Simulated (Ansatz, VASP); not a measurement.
One calculation of Ag, two programs

Contents of INCAR:

```
ALGO = Normal
EDIFF = 1E-6
ENCUT = 500
GGA = PE
GGA_COMPAT = F
ISIF = 2
ISMEAR = 0
LASPH = T
LCHARG = T
LELF = T
LREAL = F
LVHAR = T
LWAVE = F
NBANDS = 18
NELM = 120
PREC = Accurate
SIGMA = 0.1
```

Contents of KPOINTS:

```
k-points
0
Gamma
  6 6 4
```

Contents of POSCAR:

```
Ag
1.0
    3.0291125208      0.0000000000      0.0000000000
   -1.5145562604      2.6232883940      0.0000000000
    0.0000000000      0.0000000000      5.8552128967
Ag
2
Direct
    0.3333333333      0.6666666667      0.2500000000
    0.6666666667      0.3333333333      0.7500000000
```

Input for Ansatz:

```yaml
crystal:
  lattice:
    - [3.0291125208, 0.0, 0.0]
    - [-1.5145562604, 2.623288394, 0.0]
    - [0.0, 0.0, 5.8552128967]
  atoms:
    - { symbol: Ag, position: [0.3333333333, 0.6666666667, 0.25] }
    - { symbol: Ag, position: [0.6666666667, 0.3333333333, 0.75] }
basis:
  ecutwfc: 420
kpoints:
  mp_grid: { grid: [6, 6, 4] }
hamiltonian:
  xc: pbe
scf:
  occupations: { method: gaussian, width: 0.1 }
output:
  forces: true
  stress: true
  eigenvalues: true
```

Alike in both runs: task single point; functional PBE; k mesh 6 × 6 × 4; occupations gaussian, width 0.1 eV; no spin polarisation.

```csv
,VASP,Ansatz
version,VASP 6.6.1,Ansatz 0.2.0
potentials or method,"VASP PAW PBE potentials, release 64 (Ag), cutoff 500 eV","scalar-relativistic, plane waves, PAW"
valence electrons in the cell,22,38
```

Ansatz gave:

```
gap on the k mesh at the Fermi level (eV)                     : none
pressure (GPa)                                                : -9.4
traceless stress, the component that is largest in VASP (GPa) : -2.43
```

**Question.** Estimate VASP's values.

**Answer.** gap on the k mesh at the Fermi level (eV): none; pressure (GPa): -9.3; traceless stress, the component that is largest in VASP (GPa): -2.43.

A gap of «none» marks a metal or a gap that the smearing closes. VASP's potentials hold 22 valence electrons a cell and Ansatz's 38, so a difference there can come from the potentials and not from the codes.

The k mesh is coarse, so the values compare programs but aren't converged.
